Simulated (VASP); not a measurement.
# H in VASP: further runs

The runs below take H through single point, with PBE.

Program: VASP 6.6.1. These are calculated values, not measurements. Logs are shortened: lines on timing, memory, paths and dates and some standing lists are left out, and cuts for length are marked.

## 1. The cell of the first run

The cell holds an amorphous packing of atoms, 12 atoms: a = 5.451 Å, b = 5.451 Å, c = 5.451 Å, α = 90.00°, β = 90.00°, γ = 90.00°.

## 2. Single point, PBE

Contents of INCAR:

```
SYSTEM = H
ALGO = Normal
EDIFF = 1E-7
ENCUT = 520
GGA = PE
ISIF = 2
ISMEAR = -1
LASPH = .TRUE.
LCHARG = .FALSE.
LREAL = .FALSE.
LWAVE = .FALSE.
NBANDS = 18
NELM = 100
PREC = Accurate
SIGMA = 0.02
```

Contents of KPOINTS:

```
k-points
0
G
  1 1 1
  0 0 0
```

Contents of POSCAR:

```
H
1.0
    5.4513620000      0.0000000000      0.0000000000
    0.0000000000      5.4513620000      0.0000000000
    0.0000000000      0.0000000000      5.4513620000
H
12
Direct
    0.2604644712      1.0694044146      0.9118013096
    0.3064060049      0.9408058879      0.9145189175
    0.9887949200      0.9163705604      0.4593952780
    0.9987056828      0.8919205292      0.3248347900
    0.6444875916      0.1662511832      0.6851974628
    0.6656938315      0.1587557785      0.5487113750
    0.8793257284      0.3605208539      0.0061307856
    0.9026593585      0.4919484780     -0.0225723756
    0.2457258899      0.3967821808      0.5446430444
    0.2475490510      0.4655346495      0.4268087343
    0.5561084658      0.7392188495      0.2912236324
    0.5513879044      0.6924575346      0.1620448460
```

Potentials or basis: VASP PAW PBE potentials, release 64 (H).

Launch:

```bash
> cat potpaw_PBE.64/H/POTCAR > POTCAR
> mpirun -np 1 vasp_gam > vasp.out
```

OUTCAR:

```text
SYSTEM = H
   EDIFF = 1E-7
   ENCUT = 520
   GGA = PE
   ISIF = 2
   ISMEAR = -1
   LASPH = .TRUE.
   LREAL = .FALSE.
   NELM = 100
   PREC = Accurate

 ion  position               nearest neighbor table
   1  0.260  0.069  0.912-   2 0.74
   2  0.306  0.941  0.915-   1 0.74
   3  0.989  0.916  0.459-   4 0.75
   4  0.999  0.892  0.325-   3 0.75
   5  0.644  0.166  0.685-   6 0.75
   6  0.666  0.159  0.549-   5 0.75
   7  0.879  0.361  0.006-   8 0.74
   8  0.903  0.492  0.977-   7 0.74
   9  0.246  0.397  0.545-  10 0.74
  10  0.248  0.466  0.427-   9 0.74
  11  0.556  0.739  0.291-  12 0.75
  12  0.551  0.692  0.162-  11 0.75

  LATTYP: Found a simple cubic cell.
 ALAT       =     5.4513620000

  Lattice vectors:

 A1 = (   5.4513620000,   0.0000000000,   0.0000000000)
 A2 = (   0.0000000000,   5.4513620000,   0.0000000000)
 A3 = (   0.0000000000,   0.0000000000,   5.4513620000)

Analysis of symmetry for initial positions (statically):
=====================================================================
 Subroutine PRICEL returns:
 Original cell was already a primitive cell.

 Routine SETGRP: Setting up the symmetry group for a
 simple cubic supercell.

 Subroutine GETGRP returns: Found  1 space group operations
 (whereof  1 operations were pure point group operations)
 out of a pool of 48 trial point group operations.

The static configuration has the point symmetry C_1 .

Analysis of symmetry for dynamics (positions and initial velocities):
=====================================================================
 Subroutine PRICEL returns:
 Original cell was already a primitive cell.

 Routine SETGRP: Setting up the symmetry group for a
 simple cubic supercell.

 Subroutine GETGRP returns: Found  1 space group operations
 (whereof  1 operations were pure point group operations)
 out of a pool of 48 trial point group operations.

The dynamic configuration has the point symmetry C_1 .

 Subroutine INISYM returns: Found  1 space group operations
 (whereof  1 operations are pure point group operations),
 and found     1 'primitive' translations

----------------------------------------------------------------------------------------

                                     Primitive cell

  volume of cell :     162.0000

  direct lattice vectors                    reciprocal lattice vectors
     5.451362000  0.000000000  0.000000000     0.183440395  0.000000000  0.000000000
     0.000000000  5.451362000  0.000000000     0.000000000  0.183440395  0.000000000
     0.000000000  0.000000000  5.451362000     0.000000000  0.000000000  0.183440395

  length of vectors
     5.451362000  5.451362000  5.451362000     0.183440395  0.183440395  0.183440395

  position of ions in fractional coordinates (direct lattice)
     0.260464471  0.069404415  0.911801310
     0.306406005  0.940805888  0.914518917
     0.988794920  0.916370560  0.459395278
     0.998705683  0.891920529  0.324834790
     0.644487592  0.166251183  0.685197463
     0.665693832  0.158755779  0.548711375
     0.879325728  0.360520854  0.006130786
     0.902659359  0.491948478  0.977427624
     0.245725890  0.396782181  0.544643044
     0.247549051  0.465534650  0.426808734
     0.556108466  0.739218849  0.291223632
     0.551387904  0.692457535  0.162044846

  ion indices of the primitive-cell ions
   primitive index   ion index
                 1           1
                 2           2
                 3           3
                 4           4
                 5           5
                 6           6
                 7           7
                 8           8
                 9           9
                10          10
                11          11
                12          12

----------------------------------------------------------------------------------------

 KPOINTS: k-points

Automatic generation of k-mesh.
 Grid dimensions read from file:
 generate k-points for:    1    1    1

 Generating k-lattice:

  Cartesian coordinates                     Fractional coordinates (reciprocal lattice)
[... 43 lines left out ...]
   ISMEAR =    -1;   SIGMA  =   0.02  broadening in eV -4-tet -1-fermi 0-gaus
   EFERMI_NEDOS =   21; number of points for ismear=-14 and -15
   IALGO  =     38    algorithm
   IMIX   =      4    mixing-type and parameters
     AMIX     =   0.40;   BMIX     =  1.00
     AMIX_MAG =   1.60;   BMIX_MAG =  1.00
  volume/ion in A,a.u.               =      13.50        91.10
  Fermi-wavevector in a.u.,A,eV,Ry     =   0.687538  1.299259  6.431595  0.472709
  Thomas-Fermi vector in A             =   1.768082
   LORBIT       =      0    0 simple, 1 ext, 2 COOP (PROOUT), +10 PAW based schemes
   GGA     = PE    functional components
   LHFCALC =     F    Hartree Fock is set to
   AEXX    =    0.0000 exact exchange contribution
   IVDW    =     0    specifies the selected vdW correction
   LEPSILON=     F    determine dielectric tensor
   LRPA    =     F    only Hartree local field effects (RPA)
 non-spin polarized calculation
  energy-cutoff  :      520.00
  volume of cell :      162.00
 maximum number of plane-waves:      2193
 NGX is ok and might be reduce to    42
   NGX = 21   NGY = 21   NGZ = 21

 number of electron      12.0000000 magnetization

 Free energy of the ion-electron system (eV)
  ---------------------------------------------------
  ext. energy  EPLUGINS =         0.00000000
  ---------------------------------------------------
  free energy    TOTEN  =       -40.48989477 eV

  energy without entropy =      -40.48989477  energy(sigma->0) =      -40.48989477

 E-fermi :  -7.9832     XC(G=0):  -4.9191

 val. band max:       -8.5092219712   @ k =   0.0000   0.0000   0.0000
 cond. band min:       1.2760833092   @ k =   0.0000   0.0000   0.0000
 fundamental gap:      9.7853052804
 Fermi energy:        -7.9832094745

 k-point     1 :       0.0000    0.0000    0.0000
  band No.  band energies     occupation
      1     -10.5577      2.00000
      2      -9.0744      2.00000
      3      -8.9968      2.00000
      4      -8.9403      2.00000
      5      -8.7314      2.00000
      6      -8.5092      2.00000
[... 10 lines left out ...]
     17       5.9333      0.00000
     18       6.0148      0.00000

------------------------ aborting loop because EDIFF is reached ----------------------------------------

  FORCE on cell =-STRESS in cart. coord.  units (eV):
  Direction    XX          YY          ZZ          XY          YZ          ZX
  --------------------------------------------------------------------------------------
  -------------------------------------------------------------------------------------
  Total        1.1778750      0.7224926      0.2596899      0.0017740     -0.0774422     -0.0039681
  in kB       11.6491632      7.1454389      2.5683287      0.0175449     -0.7659016     -0.0392443
  external PRESSURE =       7.1209769 kB  Pullay stress =       0.0000000 kB

 VOLUME and BASIS-vectors are now :
 -----------------------------------------------------------------------------
  energy-cutoff  :      520.00
  volume of cell :      162.00
      direct lattice vectors                 reciprocal lattice vectors
     5.451362000  0.000000000  0.000000000     0.183440395  0.000000000  0.000000000
     0.000000000  5.451362000  0.000000000     0.000000000  0.183440395  0.000000000
     0.000000000  0.000000000  5.451362000     0.000000000  0.000000000  0.183440395

 POSITION                                       TOTAL-FORCE (eV/Angst)
 -----------------------------------------------------------------------------------
      1.41989      0.37835      4.97056        -0.050115      0.110380      0.003231
      1.67033      5.12867      4.98537         0.041801     -0.104613      0.018123
      5.39028      4.99547      2.50433        -0.008112     -0.005314     -0.048193
      5.44431      4.86218      1.77079        -0.004771      0.006767      0.036508
      3.51334      0.90630      3.73526         0.019543     -0.013927     -0.221027
      3.62894      0.86544      2.99122        -0.035088      0.003496      0.231318
      4.79352      1.96533      0.03342        -0.006079     -0.122927      0.022201
      4.92072      2.68179      5.32831         0.029625      0.125765     -0.034535
      1.33954      2.16300      2.96905         0.003582     -0.056484      0.104356
      1.34948      2.53780      2.32669         0.005515      0.071187     -0.080924
      3.03155      4.02975      1.58757        -0.005879     -0.024852     -0.070251
      3.00582      3.77484      0.88337         0.009979      0.010523      0.039193
 -----------------------------------------------------------------------------------
    total drift:                                0.000063      0.000052      0.000226

  FREE ENERGIE OF THE ION-ELECTRON SYSTEM (eV)
  ---------------------------------------------------
  free  energy   TOTEN  =       -40.4898947737 eV

  energy  without entropy=      -40.4898947737  energy(sigma->0) =      -40.48989477
```

It took 6.6 s on 1 thread of Intel Xeon Platinum 8488C (Sapphire Rapids), shared host; peak memory 0.22 GiB.

What came out:

- Free energy: -40.4899 eV
- Pressure: 0.7 GPa
- Largest force: 0.234 eV/Å
- Band gap on the k mesh: 9.79 eV

Forces in eV/Å, atoms in the order of the input:
```
H   -0.050  0.110  0.003
H    0.042 -0.105  0.018
H   -0.008 -0.005 -0.048
H   -0.005  0.007  0.037
H    0.020 -0.014 -0.221
H   -0.035  0.003  0.231
H   -0.006 -0.123  0.022
H    0.030  0.126 -0.035
H    0.004 -0.056  0.104
H    0.006  0.071 -0.081
H   -0.006 -0.025 -0.070
H    0.010  0.011  0.039
```

Caveat: the k points lie up to 1.15 Å⁻¹ apart.

## 3. Single point, PBE

Contents of INCAR:

```
SYSTEM = H
PREC = Accurate
ENCUT = 520
EDIFF = 1E-7
ISMEAR = -1
SIGMA = 0.02
LREAL = .False.
LASPH = .True.
NELM = 60
ALGO = Normal
ISIF = 2
LWAVE = .False.
LCHARG = .True.
GGA = PE
LELF = .True.
LVHAR = .True.
NBANDS = 18
```

Contents of KPOINTS:

```
regular mesh
0
Gamma
  1 1 1
  0 0 0
```

Contents of POSCAR:

```
H
1.0
    5.4513620000      0.0000000000      0.0000000000
    0.0000000000      5.4513620000      0.0000000000
    0.0000000000      0.0000000000      5.4513620000
H
12
Direct
    0.1694805812      1.1351841980      0.9488271005
    0.2953757245      1.1580775593      0.8962530832
    0.9943386625      0.9681617181      0.4200051290
    1.0943136779      0.9136248886      0.3495456732
    0.6329060517      0.0960860790      0.6307231110
    0.5988778584      0.2191012081      0.5849730765
    1.0067942654      0.4894006305     -0.0141249104
    0.8783859887      0.5449647262      0.0153356170
    0.2005737282      0.3820696553      0.5390946336
    0.2429851476      0.5067174038      0.4867040567
    0.4661587324      0.7243144007      0.1284449648
    0.4531344644      0.8526309572      0.1773501741
```

Potentials or basis: VASP PAW PBE potentials, release 64 (H).

Launch:

```bash
> cat potpaw_PBE.64/H/POTCAR > POTCAR
> mpirun -np 1 vasp_gam > vasp.out
```

Run time: 8.7 s. Hardware: 1 thread of Intel Xeon Platinum 8488C (Sapphire Rapids), shared host; peak memory 0.22 GiB.

Results (log left out):

- Free energy: -40.3688 eV
- Pressure: 0.6 GPa
- Largest force: 1.083 eV/Å
- Band gap on the k mesh: 9.93 eV

Forces in eV/Å, atoms in the order of the input:
```
H    0.269  0.027 -0.095
H   -0.245 -0.081  0.109
H   -0.499  0.225  0.300
H    0.346 -0.233 -0.319
H    0.126 -0.322  0.111
H   -0.032  0.300 -0.112
H   -0.987  0.403  0.195
H    0.841 -0.363 -0.200
H    0.307  0.842 -0.317
H   -0.221 -0.750  0.327
H    0.025  0.100  0.071
H    0.070 -0.149 -0.069
```

Stress tensor (GPa, compression positive):
```
 0.55 -0.20  0.20
-0.20  0.58  0.24
 0.20  0.24  0.65
```

Levels at points of the mesh, in eV from the valence-band top:
```csv
k point,band 4,band 5,band 6,band 7,band 8,band 9
"(0.00, 0.00, 0.00)",-0.34,-0.10,0.00,9.93,10.20,10.46
```

Caveat: the k points lie up to 1.15 Å⁻¹ apart.

## 4. Single point, PBE

Contents of INCAR:

```
SYSTEM = H
PREC     = Accurate       ! precision mode
ENCUT    = 520            ! plane-wave cutoff, eV
EDIFF    = 1E-6           ! SCF threshold, eV
ISMEAR   = -1             ! smearing method
SIGMA    = 0.02           ! smearing width, eV
LREAL    = .FALSE.        ! projectors in reciprocal space
LASPH    = .TRUE.         ! aspherical terms in the spheres
NELM     = 80             ! most SCF steps
ALGO     = Normal         ! electronic algorithm
ISIF     = 2              ! what is computed and relaxed
LWAVE    = .FALSE.        ! write WAVECAR
LCHARG   = .TRUE.         ! write CHGCAR
GGA      = PE             ! functional
LELF     = .TRUE.         ! ELF
LVHAR    = .TRUE.       
NBANDS   = 18             ! bands
```

Contents of KPOINTS:

```
regular mesh
0
G
  1 1 1
  0 0 0
```

Contents of POSCAR:

```
H
1.0
    5.4513620000      0.0000000000      0.0000000000
    0.0000000000      5.4513620000      0.0000000000
    0.0000000000      0.0000000000      5.4513620000
H
12
Direct
    0.1721037788      1.2297293777      0.9435440171
    0.1786892890      1.2149257378      0.8131545841
    1.1045129639      0.8791014062      0.3551956373
    0.9801403759      0.8196667182      0.3370900703
    0.6986327454      0.2076728715      0.4432837152
    0.6512867793      0.1273076343      0.5526508788
    0.9266491567      0.6187627973     -0.0436037820
    0.8131912722      0.6609907763      0.0243975726
    0.3263037751      0.5907147608      0.5893022698
    0.3821980635      0.7042093334      0.6508281784
    0.4321121951      0.9159912697      0.1129625954
    0.4921889245      0.7890321721      0.1197132019
```

Launch:

```bash
> cat potpaw_PBE.64/H/POTCAR > POTCAR
> mpirun -np 1 vasp_gam > vasp.out
```

It took 7.3 s on 1 thread of Intel Xeon Platinum 8488C (Sapphire Rapids), shared host; peak memory 0.22 GiB.

It converged, with:

```yaml
Free_energy: -40.3123 eV
Pressure: 0.5 GPa
Largest_force: 1.265 eV/Å
Band_gap_on_the_k_mesh: 9.25 eV
```

Forces in eV/Å, atoms in the order of the input:
```
H   -0.074  0.128  1.257
H    0.050 -0.139 -1.219
H   -0.424 -0.163 -0.005
H    0.455  0.269  0.096
H   -0.359 -0.600  0.839
H    0.385  0.661 -0.826
H   -0.325 -0.004  0.108
H    0.247 -0.175 -0.247
H    0.285  0.533  0.331
H   -0.248 -0.630 -0.273
H    0.332 -0.558  0.005
H   -0.324  0.680 -0.066
```

Stress tensor (GPa, compression positive):
```
 0.71 -0.12  0.21
-0.12 -0.51  0.37
 0.21  0.37  1.15
```

Levels at points of the mesh, in eV from the valence-band top:
| k point | band 2 | band 3 | band 4 | band 5 | band 6 | band 7 | band 8 | band 9 | band 10 | band 11 |
| --- | --- | --- | --- | --- | --- | --- | --- | --- | --- | --- |
| (0.00, 0.00, 0.00) | -0.91 | -0.70 | -0.44 | -0.26 | 0.00 | 9.25 | 9.71 | 10.63 | 11.28 | 11.35 |

Caveat: the k points lie up to 1.15 Å⁻¹ apart.

## 5. Single point, PBE

Contents of INCAR:

```
PREC = Accurate
ENCUT = 520
EDIFF = 1E-7
ISMEAR = -1
SIGMA = 0.02
LREAL = F
LASPH = T
NELM = 60
ALGO = Normal
ISIF = 2
LWAVE = F
LCHARG = T
GGA = PE
LELF = T
LVHAR = T
NBANDS = 18
```

Contents of KPOINTS:

```
Automatic mesh
0
Gamma
  1 1 1
```

Contents of POSCAR:

```
H
1.0
    5.4513620000      0.0000000000      0.0000000000
    0.0000000000      5.4513620000      0.0000000000
    0.0000000000      0.0000000000      5.4513620000
H
12
Direct
    0.1889986392      1.2403872647      0.9718672141
    0.1292521025      1.2759747014      0.8473662178
    1.1065674963      0.6503512333      0.5169717219
    1.0563048280      0.7344769986      0.4167215459
    0.7496658633      0.2730510283      0.5000768615
    0.8629586514      0.2723172668      0.4174369635
    0.9244845600      0.6391063371     -0.0672675929
    0.8114302444      0.6014276799     -0.1257300469
    0.4944819295      0.4459436009      0.7190313173
    0.4980223291      0.5585393155      0.6382625113
    0.5212825712      0.8963631474      0.0677261939
    0.5451665107      1.0185161066      0.0197932186
```

Launch:

```bash
> cat potpaw_PBE.64/H/POTCAR > POTCAR
> mpirun -np 1 vasp_gam > vasp.out
```

Wall time 7.9 s (1 thread of Intel Xeon Platinum 8488C (Sapphire Rapids), shared host); peak memory 0.22 GiB.

The run converged. Its results:

```yaml
Free_energy: -40.3108 eV
Pressure: 0.8 GPa
Largest_force: 0.988 eV/Å
Band_gap_on_the_k_mesh: 9.44 eV
```

Forces in eV/Å, atoms in the order of the input:
```
H   -0.370  0.197 -0.828
H    0.420 -0.262  0.855
H   -0.106  0.416 -0.479
H    0.288 -0.299  0.386
H    0.478 -0.067 -0.414
H   -0.462 -0.077  0.285
H    0.637  0.236  0.407
H   -0.697 -0.168 -0.281
H   -0.111  0.269 -0.179
H   -0.074 -0.225  0.162
H   -0.137 -0.740  0.325
H    0.133  0.721 -0.240
```

Stress tensor (GPa, compression positive):
```
 1.50  0.35 -0.13
 0.35  1.04  0.39
-0.13  0.39 -0.12
```

Levels at points of the mesh, in eV from the valence-band top:
| k point | band 3 | band 4 | band 5 | band 6 | band 7 | band 8 | band 9 | band 10 |
| --- | --- | --- | --- | --- | --- | --- | --- | --- |
| (0.00, 0.00, 0.00) | -0.49 | -0.42 | -0.27 | 0.00 | 9.44 | 10.26 | 10.43 | 11.03 |

Caveat: the k points lie up to 1.15 Å⁻¹ apart.

## 6. Single point, PBE

Contents of INCAR:

```
SYSTEM = H
PREC = Accurate
ENCUT = 520
EDIFF = 1E-6
ISMEAR = -1
SIGMA = 0.02
LREAL = .FALSE.
LASPH = .TRUE.
NELM = 100
ALGO = Normal
ISIF = 2
LWAVE = .FALSE.
LCHARG = .FALSE.
GGA = PE
NBANDS = 18
```

Contents of KPOINTS:

```
regular mesh
0
G
  1 1 1
  0 0 0
```

Contents of POSCAR:

```
H
1.0
    5.4513620000      0.0000000000      0.0000000000
    0.0000000000      5.4513620000      0.0000000000
    0.0000000000      0.0000000000      5.4513620000
H
12
Direct
    0.1659585256      1.1155560757      0.7947738565
    0.0635620970      1.2131647100      0.8292239627
    1.1765316631      0.7644328151      0.3946720104
    1.1891707063      0.8908966236      0.4646912093
    0.7712751419      0.2587977096      0.4542901389
    0.7356693612      0.1203368993      0.4265172630
    0.8585560819      0.6049497355      0.0979571711
    0.9949807039      0.6108748603      0.0901976424
    0.5619146188      0.5184209011      0.7229202537
    0.4227383909      0.5293539486      0.6973119745
    0.4534830011      0.9507715686      0.0973334737
    0.5668491654      0.8826968380      0.0805486776
```

Potentials or basis: VASP PAW PBE potentials, release 64 (H).

Launch:

```bash
> cat potpaw_PBE.64/H/POTCAR > POTCAR
> mpirun -np 1 vasp_gam > vasp.out
```

Wall time 5.9 s (1 thread of Intel Xeon Platinum 8488C (Sapphire Rapids), shared host); peak memory 0.22 GiB.

The run converged. Its results:

```yaml
Free_energy: -40.3946 eV
Pressure: -0.4 GPa
Largest_force: 1.392 eV/Å
Band_gap_on_the_k_mesh: 9.56 eV
```

Forces in eV/Å, atoms in the order of the input:
```
H   -0.952  0.947  0.361
H    0.974 -0.926 -0.299
H    0.120  1.141  0.672
H   -0.124 -1.153 -0.620
H   -0.341 -1.310 -0.282
H    0.351  1.327  0.235
H   -0.100 -0.078 -0.004
H    0.057 -0.046 -0.021
H   -0.817  0.074 -0.139
H    0.816 -0.036  0.145
H   -0.643  0.425  0.093
H    0.658 -0.365 -0.142
```

Stress tensor (GPa, compression positive):
```
-0.01  0.08 -0.17
 0.08 -1.56 -0.72
-0.17 -0.72  0.44
```

Levels at points of the mesh, in eV from the valence-band top:
```csv
k point,band 3,band 4,band 5,band 6,band 7,band 8,band 9,band 10
"(0.00, 0.00, 0.00)",-0.41,-0.25,-0.10,0.00,9.56,10.03,11.02,11.39
```

Caveat: the k points lie up to 1.15 Å⁻¹ apart.
